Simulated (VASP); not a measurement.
# Hf: single point with PBE

The system is Hf.

```
Hf
1.0
    -1.77266    1.77266    1.77266
     1.77266   -1.77266    1.77266
     1.77266    1.77266   -1.77266
Hf
1
Cartesian
  0.0000 0.0000 0.0000
```

This isn't the form of Hf at room conditions, which is hcp.

```
Program                : VASP 6.6.1
Task                   : single point
Functional             : PBE
Potentials or basis    : VASP PAW PBE potentials, release 64 (Hf_pv)
Cutoff                 : 520 eV
k mesh                 : 16 × 16 × 16
Occupations            : fermi-dirac, width 0.05 eV
Spin                   : no spin polarisation
Dipole correction      : no
Further INCAR settings : ALGO = Normal; EDIFF = 1e-06; NBANDS = 11
```

```
Pressure               : -0.4 GPa
Band gap on the k mesh : zero (bands 5 and 6 overlap by 2.28 eV)
```

Levels at points of the mesh, in eV from the Fermi level:
| k point | band 3 | band 4 | band 5 | band 6 | band 7 | band 8 |
| --- | --- | --- | --- | --- | --- | --- |
| (0.00, 0.00, 0.00) | -29.81 | -7.05 | 1.54 | 1.54 | 1.54 | 4.33 |
| (0.50, 0.00, 0.00) | -29.82 | -3.38 | -0.49 | 1.08 | 4.16 | 5.17 |
| (0.50, 0.50, 0.50) | -30.39 | -2.58 | -2.58 | 6.81 | 6.81 | 6.81 |

Run time: 37 s on 1 thread of Intel Xeon 8259CL, on a shared host, peak memory 0.16 GiB.

Caveat: spin-orbit coupling is left out, which moves the levels of the heavy elements.
